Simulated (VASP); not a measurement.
Write the native input for VASP 6.6.1 that does the following.

| Quantity | Value |
| --- | --- |
| Task | single point |
| Functional | PBE |
| Potentials or basis | VASP PAW PBE potentials, release 64 (Sr_sv, Nb_sv) |
| Cutoff | 500 eV |
| k mesh | 7 × 7 × 4 |
| Occupations | gaussian, width 0.2 eV |
| Spin | no spin polarisation |
| Dipole correction | no |
| Further INCAR settings | ALGO = Normal; EDIFF = 1e-06; NBANDS = 18 |

The structure of SrNb lies in POSCAR:

```
SrNb
1.0
    3.1214721671      0.0000000000      0.0000000000
   -1.5607360836      2.7032741939      0.0000000000
    0.0000000000      0.0000000000      6.2656420725
Sr Nb
1 1
Direct
    0.0000000000      0.0000000000      0.5000000000
    0.0000000000      0.0000000000      0.0000000000
```

The input as run:

INCAR

```
PREC = Accurate
ENCUT = 500
EDIFF = 1E-6
ISMEAR = 0
SIGMA = 0.2
LREAL = F
LASPH = T
NELM = 120
ALGO = Normal
ISIF = 2
LWAVE = F
LCHARG = F
GGA = PE
NBANDS = 18
GGA_COMPAT = F
```

KPOINTS

```
Automatic mesh
0
Gamma
  7 7 4
```

Potentials or basis: VASP PAW PBE potentials, release 64 (Sr_sv, Nb_sv).

Run with:

```bash
$ cat potpaw_PBE.64/Sr_sv/POTCAR potpaw_PBE.64/Nb_sv/POTCAR > POTCAR
$ mpirun -np 1 vasp_std > vasp.out
```

It gave:

```
Pressure : 0.2 GPa
```

Run time: 44 s on 1 thread of Intel Xeon 8259CL (shared host), peak memory 0.18 GiB.
